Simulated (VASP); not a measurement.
Set up this calculation in VASP 6.6.1, as the native input.

| Property | Result |
| --- | --- |
| Task | single point |
| Functional | PBE |
| Potentials or basis | VASP PAW PBE potentials, release 64 (Cd, S) |
| Cutoff | 520 eV |
| k mesh | 8 × 8 × 8 |
| Occupations | fermi-dirac, width 0.05 eV |
| Spin | no spin polarisation |
| Dipole correction | no |
| Further INCAR settings | ALGO = Normal; EDIFF = 1e-07; NBANDS = 16 |

The structure of CdS lies in POSCAR:

```
CdS
1.0
    0.0000000000      2.7160334386      2.7160334386
    2.7160334386      0.0000000000      2.7160334386
    2.7160334386      2.7160334386      0.0000000000
Cd S
1 1
Direct
    0.0000000000      0.0000000000      0.0000000000
    0.5000000000      0.5000000000      0.5000000000
```

This cell differs from its parent crystal: volume scaled by 0.96.

These files were run (other wordings do the same):

INCAR

```
PREC = Accurate ; ENCUT = 520
EDIFF = 1E-7 ; ISMEAR = -1
SIGMA = 0.05 ; LREAL = False
LASPH = True ; NELM = 60
ALGO = Normal ; ISIF = 2
LWAVE = False ; LCHARG = True
GGA = PE ; LELF = True
LVHAR = True ; NBANDS = 16
```

KPOINTS

```
Automatic mesh
0
Gamma
  8 8 8
```

Potentials or basis: VASP PAW PBE potentials, release 64 (Cd, S).

The run is started by

```console
$ cat potpaw_PBE.64/Cd/POTCAR potpaw_PBE.64/S/POTCAR > POTCAR
$ mpirun -np 1 vasp_std > vasp.out
```

It gave:

The pressure is 3.2 GPa and the band gap on the k mesh is 0.25 eV, indirect (least direct gap 1.80 eV).

Run time: 12 s on 1 thread of AMD EPYC 9R45 96-Core Processor (Zen 5), with other jobs on the host, peak memory 0.14 GiB.
